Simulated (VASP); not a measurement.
A run of VASP 6.6.1 is set up as follows.

INCAR

```
SYSTEM = WS2
ALGO = Normal ; EDIFF = 1E-6
ENCUT = 520 ; GGA = PE
ISIF = 2 ; ISMEAR = -1
LASPH = .True. ; LCHARG = .False.
LREAL = .False. ; LWAVE = .False.
NBANDS = 20 ; NELM = 100
PREC = Accurate ; SIGMA = 0.08
```

KPOINTS

```
k-points
0
Gamma
  11 11 11
  0 0 0
```

POSCAR

```
WS2
1.0
    0.0000000000      2.9371894840      2.9371894840
    2.9371894840      0.0000000000      2.9371894840
    2.9371894840      2.9371894840      0.0000000000
W S
1 2
Direct
    0.0000000000      0.0000000000      0.0000000000
    0.2500000000      0.2500000000      0.2500000000
    0.7500000000      0.7500000000      0.7500000000
```

Potentials or basis: VASP PAW PBE potentials, release 64 (W_sv, S).

Run with:

```bash
$ cat potpaw_PBE.64/W_sv/POTCAR potpaw_PBE.64/S/POTCAR > POTCAR
$ mpirun -np 1 vasp_std > vasp.out
```

Estimate the pressure.

0.1 GPa.

Predict the band gap on the k mesh.

zero (bands 13 and 14 overlap by 1.14 eV).

Caveat: spin-orbit coupling is left out, which moves the levels of the heavy elements.
